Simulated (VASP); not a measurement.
# B3As (Pm-3m) in VASP: notebook

B3As is run at these levels: PBE; tasks: single point, relaxation of cell and atoms.

Everything below comes from runs of VASP 6.6.1. Logs are shortened: lines on timing, memory, paths and dates and some standing lists are left out, and cuts for length are marked.

## (1) The cell of the first run

The structure is cubic, space group Pm-3m (No. 221). Conventional cell: a = 4.141 Å, b = 4.141 Å, c = 4.141 Å, α = 90.00°, β = 90.00°, γ = 90.00°. B (site symmetry 4/mmm) has 2 As at 2.07 Å within 2.7 Å. Within 2.7 Å of As (site symmetry m-3m) lie 6 B at 2.07 Å.

## (2) Single point, PBE

File INCAR:

```
ALGO = Normal ; EDIFF = 1E-6
ENCUT = 520 ; GGA = PE
ISIF = 2 ; ISMEAR = 0
LASPH = T ; LCHARG = F
LREAL = F ; LWAVE = F
NBANDS = 15 ; NELM = 100
PREC = Accurate ; SIGMA = 0.1
```

File KPOINTS:

```
k-points
0
Gamma
  4 4 4
```

File POSCAR:

```
B3As
1.0
    4.1411840718      0.0000000000      0.0000000000
    0.0000000000      4.1411840718      0.0000000000
    0.0000000000      0.0000000000      4.1411840718
B As
3 1
Direct
    0.5000000000      0.0000000000      0.0000000000
    0.0000000000      0.5000000000      0.0000000000
    0.0000000000      0.0000000000      0.5000000000
    0.0000000000      0.0000000000      0.0000000000
```

Potentials or basis: VASP PAW PBE potentials, release 64 (B, As).

Run with:

```sh
cat potpaw_PBE.64/B/POTCAR potpaw_PBE.64/As/POTCAR > POTCAR
mpirun -np 1 vasp_std > vasp.out
```

OUTCAR:

```text
EDIFF = 1E-6
   ENCUT = 520
   GGA = PE
   ISIF = 2
   ISMEAR = 0
   LASPH = T
   LREAL = F
   NELM = 100
   PREC = Accurate

 ion  position               nearest neighbor table
   1  0.500  0.000  0.000-   4 2.07   4 2.07
   2  0.000  0.500  0.000-   4 2.07   4 2.07
   3  0.000  0.000  0.500-   4 2.07   4 2.07
   4  0.000  0.000  0.000-   1 2.07   2 2.07   3 2.07   3 2.07   2 2.07   1 2.07

  LATTYP: Found a simple cubic cell.
 ALAT       =     4.1411840718

  Lattice vectors:

 A1 = (   4.1411840718,   0.0000000000,   0.0000000000)
 A2 = (   0.0000000000,   4.1411840718,   0.0000000000)
 A3 = (   0.0000000000,   0.0000000000,   4.1411840718)

Analysis of symmetry for initial positions (statically):
=====================================================================
 Subroutine PRICEL returns:
 Original cell was already a primitive cell.

 Routine SETGRP: Setting up the symmetry group for a
 simple cubic supercell.

 Subroutine GETGRP returns: Found 48 space group operations
 (whereof 48 operations were pure point group operations)
 out of a pool of 48 trial point group operations.

The static configuration has the point symmetry O_h .

Analysis of symmetry for dynamics (positions and initial velocities):
=====================================================================
 Subroutine PRICEL returns:
 Original cell was already a primitive cell.

 Routine SETGRP: Setting up the symmetry group for a
 simple cubic supercell.

 Subroutine GETGRP returns: Found 48 space group operations
 (whereof 48 operations were pure point group operations)
 out of a pool of 48 trial point group operations.

The dynamic configuration has the point symmetry O_h .

 Subroutine INISYM returns: Found 48 space group operations
 (whereof 48 operations are pure point group operations),
 and found     1 'primitive' translations

----------------------------------------------------------------------------------------

                                     Primitive cell

  volume of cell :      71.0188

  direct lattice vectors                    reciprocal lattice vectors
     4.141184072  0.000000000  0.000000000     0.241476829  0.000000000  0.000000000
     0.000000000  4.141184072  0.000000000     0.000000000  0.241476829  0.000000000
     0.000000000  0.000000000  4.141184072     0.000000000  0.000000000  0.241476829

  length of vectors
     4.141184072  4.141184072  4.141184072     0.241476829  0.241476829  0.241476829

  position of ions in fractional coordinates (direct lattice)
     0.500000000  0.000000000  0.000000000
     0.000000000  0.500000000  0.000000000
     0.000000000  0.000000000  0.500000000
     0.000000000  0.000000000  0.000000000

  ion indices of the primitive-cell ions
   primitive index   ion index
                 1           1
                 2           2
                 3           3
                 4           4

----------------------------------------------------------------------------------------

 KPOINTS: k-points

Automatic generation of k-mesh.
 Grid dimensions read from file:
 generate k-points for:    4    4    4

 Generating k-lattice:

  Cartesian coordinates                     Fractional coordinates (reciprocal lattice)
     0.060369207  0.000000000  0.000000000     0.250000000  0.000000000  0.000000000
     0.000000000  0.060369207  0.000000000     0.000000000  0.250000000  0.000000000
     0.000000000  0.000000000  0.060369207     0.000000000  0.000000000  0.250000000

  Length of vectors
     0.060369207  0.060369207  0.060369207

  Shift w.r.t. Gamma in fractional coordinates (k-lattice)
     0.000000000  0.000000000  0.000000000

 Subroutine IBZKPT returns following result:
 ===========================================

 Found     10 irreducible k-points:

 Following reciprocal coordinates:
            Coordinates               Weight
  0.000000  0.000000  0.000000      1.000000
  0.250000  0.000000  0.000000      6.000000
  0.500000  0.000000  0.000000      3.000000
  0.250000  0.250000  0.000000     12.000000
  0.500000  0.250000  0.000000     12.000000
  0.500000  0.500000  0.000000      3.000000
  0.250000  0.250000  0.250000      8.000000
  0.500000  0.250000  0.250000     12.000000
  0.500000  0.500000  0.250000      6.000000
  0.500000  0.500000  0.500000      1.000000
   k-points           NKPTS =     10   k-points in BZ     NKDIM =     10   number of bands    NBANDS=     15
   number of dos      NEDOS =    301   number of ions     NIONS =      4
   total plane-waves  NPLWV =  32768
   dimension x,y,z NGX =    32 NGY =   32 NGZ =   32
   dimension x,y,z NGXF=    64 NGYF=   64 NGZF=   64
   ions per type =               3   1
   NGX,Y,Z   is equivalent  to a cutoff of  12.85, 12.85, 12.85 a.u.
   NGXF,Y,Z  is equivalent  to a cutoff of  25.69, 25.69, 25.69 a.u.
 SYSTEM =  unknown system
   PREC   = accura    normal or accurate (medium, high low for compatibility)
   ISTART =      0    job   : 0-new  1-cont  2-samecut
   ICHARG =      2    charge: 1-file 2-atom 10-const
   ISPIN  =      1    spin polarized calculation?
   LNONCOLLINEAR =      F non collinear calculations
   LSORBIT =      F    spin-orbit coupling
   LASPH  =      T    aspherical Exc in radial PAW
   ENCUT  =  520.0 eV  38.22 Ry    6.18 a.u.   7.70  7.70  7.70*2*pi/ulx,y,z
   NELM   =    100;   NELMIN=  2; NELMDL= -5     # of ELM steps
   EDIFF  = 0.1E-05   stopping-criterion for ELM
   LREAL  =      F    real-space projection
   EDIFFG = 0.1E-04   stopping-criterion for IOM
   NSW    =      0    number of steps for IOM
   IBRION =     -1    ionic relax: 0-MD 1-quasi-New 2-CG
   NFREE  =      0    steps in history (QN), initial steepest desc. (CG)
   ISIF   =      2    stress and relaxation
   ISYM   =      2    0-nonsym 1-usesym 2-fastsym
   POTIM  = 0.5000    time-step for ionic-motion
   TEBEG  =    0.0;   TEEND  =   0.0 temperature during run
   PSTRESS=    0.0 pullay stress
   NELECT =      14.0000    total number of electrons
   NUPDOWN=      -1.0000    fix difference up-down
   EMIN   =  10.00;   EMAX   =-10.00  energy-range for DOS
   EFERMI =   0.00;   METHOD = LEGACY
   ISMEAR =     0;   SIGMA  =   0.10  broadening in eV -4-tet -1-fermi 0-gaus
   EFERMI_NEDOS =   21; number of points for ismear=-14 and -15
   IALGO  =     38    algorithm
   IMIX   =      4    mixing-type and parameters
     AMIX     =   0.40;   BMIX     =  1.00
     AMIX_MAG =   1.60;   BMIX_MAG =  1.00
  volume/ion in A,a.u.               =      17.75       119.81
  Fermi-wavevector in a.u.,A,eV,Ry     =   0.952781  1.800495 12.351249  0.907791
  Thomas-Fermi vector in A             =   2.081375
   LORBIT       =      0    0 simple, 1 ext, 2 COOP (PROOUT), +10 PAW based schemes
   GGA     = PE    functional components
   LHFCALC =     F    Hartree Fock is set to
   AEXX    =    0.0000 exact exchange contribution
   IVDW    =     0    specifies the selected vdW correction
   LEPSILON=     F    determine dielectric tensor
   LRPA    =     F    only Hartree local field effects (RPA)
 non-spin polarized calculation
 Gauss-broadening in eV      SIGMA  =   0.10
  energy-cutoff  :      520.00
  volume of cell :       71.02
 maximum number of plane-waves:      1936
 NGX is ok and might be reduce to    32
   NGX = 15   NGY = 15   NGZ = 15

 number of electron      14.0000001 magnetization

 Free energy of the ion-electron system (eV)
  ---------------------------------------------------
  ext. energy  EPLUGINS =         0.00000000
  ---------------------------------------------------
  free energy    TOTEN  =       -14.25487019 eV

  energy without entropy =      -14.21747746  energy(sigma->0) =      -14.23617383

 E-fermi :   1.7631     XC(G=0):  -8.6669

 val. band max:        1.7575896050   @ k =   0.5000   0.2500   0.0000
 cond. band min:       1.8249430684   @ k =   0.5000   0.2500   0.2500
 fundamental gap:      0.0673534634
 Fermi energy:         1.7631048849

 k-point     1 :       0.0000    0.0000    0.0000
  band No.  band energies     occupation
      1     -12.3128      2.00000
      2      -3.8944      2.00000
      3      -3.8944      2.00000
      4      -3.8944      2.00000
      5      -1.8001      2.00000
      6      -1.8001      2.00000
      7       0.5797      2.00000
      8       4.5877      0.00000
      9       4.5877      0.00000
     10       4.5877      0.00000
     11       4.6961      0.00000
     12       4.6961      0.00000
     13       4.6961      0.00000
     14      10.7012      0.00000
     15      10.7012      0.00000

 k-point     2 :       0.2500    0.0000    0.0000
  band No.  band energies     occupation
      1     -12.1306      2.00000
      2      -5.5875      2.00000
      3      -3.7181      2.00000
      4      -3.7181      2.00000
      5      -1.6749      2.00000
      6      -0.6870      2.00000
      7       2.4668      0.00000
      8       3.5525      0.00000
      9       3.5525      0.00000
     10       4.0051      0.00000
     11       4.0855      0.00000
     12       4.7071      0.00000
     13       4.7071      0.00000
     14      10.9512      0.00000
     15      11.2151      0.00000
[... 113 lines left out ...]
      3      -6.0016      2.00000
      4      -4.8099      2.00000
      5      -0.2993      2.00000
      6       0.8864      2.00000
      7       0.8864      2.00000
      8       1.7274      1.38663
      9       3.9390      0.00000
     10       5.8328      0.00000
     11       5.8328      0.00000
     12       6.9031      0.00000
     13       8.2839      0.00000
     14       8.7021      0.00000
     15       8.7021      0.00000

 k-point    10 :       0.5000    0.5000    0.5000
  band No.  band energies     occupation
      1     -11.1739      2.00000
      2      -5.7864      2.00000
      3      -5.7864      2.00000
      4      -5.7864      2.00000
      5      -0.1259      2.00000
      6      -0.1259      2.00000
      7      -0.1259      2.00000
      8       3.9744      0.00000
      9       3.9744      0.00000
     10       6.9292      0.00000
     11       6.9292      0.00000
     12       6.9292      0.00000
     13       7.1764      0.00000
     14       8.8467      0.00000
     15       8.8467      0.00000

------------------------ aborting loop because EDIFF is reached ----------------------------------------

  FORCE on cell =-STRESS in cart. coord.  units (eV):
  Direction    XX          YY          ZZ          XY          YZ          ZX
  --------------------------------------------------------------------------------------
  -------------------------------------------------------------------------------------
  Total        0.1613889      0.1613889      0.1613889     -0.0000000     -0.0000000      0.0000000
  in kB        3.6409148      3.6409148      3.6409148     -0.0000000     -0.0000000      0.0000000
  external PRESSURE =       3.6409148 kB  Pullay stress =       0.0000000 kB

 VOLUME and BASIS-vectors are now :
 -----------------------------------------------------------------------------
  energy-cutoff  :      520.00
  volume of cell :       71.02
      direct lattice vectors                 reciprocal lattice vectors
     4.141184072  0.000000000  0.000000000     0.241476829  0.000000000  0.000000000
     0.000000000  4.141184072  0.000000000     0.000000000  0.241476829  0.000000000
     0.000000000  0.000000000  4.141184072     0.000000000  0.000000000  0.241476829

 POSITION                                       TOTAL-FORCE (eV/Angst)
 -----------------------------------------------------------------------------------
      2.07059      0.00000      0.00000         0.000000      0.000000      0.000000
      0.00000      2.07059      0.00000         0.000000      0.000000      0.000000
      0.00000      0.00000      2.07059         0.000000      0.000000      0.000000
      0.00000      0.00000      0.00000         0.000000      0.000000      0.000000
 -----------------------------------------------------------------------------------
    total drift:                                0.000000      0.000000     -0.000000

  FREE ENERGIE OF THE ION-ELECTRON SYSTEM (eV)
  ---------------------------------------------------
  free  energy   TOTEN  =       -14.2548701944 eV

  energy  without entropy=      -14.2174774561  energy(sigma->0) =      -14.23617383
```

Run time: 6.2 s. Hardware: 1 thread of Intel Xeon Platinum 8488C (Sapphire Rapids), shared host; peak memory 0.17 GiB.

Results:

```
Free energy            : -14.2549 eV
Pressure               : 0.4 GPa
Band gap on the k mesh : zero (band 7 reaches 2.91 eV, above the bottom of band 8 at 1.70 eV)
```

Levels at points of the mesh, in eV from the Fermi level:
| k point | band 4 | band 5 | band 6 | band 7 | band 8 | band 9 | band 10 | band 11 |
| --- | --- | --- | --- | --- | --- | --- | --- | --- |
| (0.00, 0.00, 0.00) | -5.66 | -3.56 | -3.56 | -1.18 | 2.82 | 2.82 | 2.82 | 2.93 |
| (0.50, 0.00, 0.00) | -5.28 | -3.30 | -2.07 | 0.94 | 0.94 | 1.72 | 1.72 | 3.01 |
| (0.50, 0.50, 0.00) | -4.90 | -2.53 | -2.22 | 1.15 | 1.15 | 1.96 | 1.96 | 2.14 |
| (0.50, 0.50, 0.50) | -7.55 | -1.89 | -1.89 | -1.89 | 2.21 | 2.21 | 5.17 | 5.17 |

Caveat: the k points lie up to 0.38 Å⁻¹ apart.

(Part 1 of 2 ends here.)
